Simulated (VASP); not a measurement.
A run of VASP 6.6.1:

INCAR

```
SYSTEM = NaCl
PREC = Accurate
ENCUT = 520
EDIFF = 1E-8
ISMEAR = 0
SIGMA = 0.01
LREAL = .FALSE.
LASPH = .TRUE.
NELM = 60
ALGO = Normal
ISIF = 2
LWAVE = .FALSE.
LCHARG = .FALSE.
GGA = CA
LEPSILON = .TRUE.
```

KPOINTS

```
Automatic mesh
0
G
  8 8 8
  0 0 0
```

Contents of POSCAR:

```
NaCl
1.0
    0.0000000000      2.7940632177      2.7940632177
    2.7940632177      0.0000000000      2.7940632177
    2.7940632177      2.7940632177      0.0000000000
Cl Na
1 1
Direct
    0.5000000000      0.5000000000      0.5000000000
    0.0000000000      0.0000000000      0.0000000000
```

Potentials or basis: VASP PAW LDA potentials, release 64 (Cl, Na_pv).

Command:

```sh
$ cat potpaw_LDA.64/Cl/POTCAR potpaw_LDA.64/Na_pv/POTCAR > POTCAR
$ mpirun -np 1 vasp_std > vasp.out
```

Hardware: 1 thread of AMD EPYC 7R13 (shared host).

Q: How long does it take, and how much memory?

A: Wall time 7.8 min on 1 thread of AMD EPYC 7R13 (shared host), peak memory 0.18 GiB. Counts: scf iterations 118, k points 29.
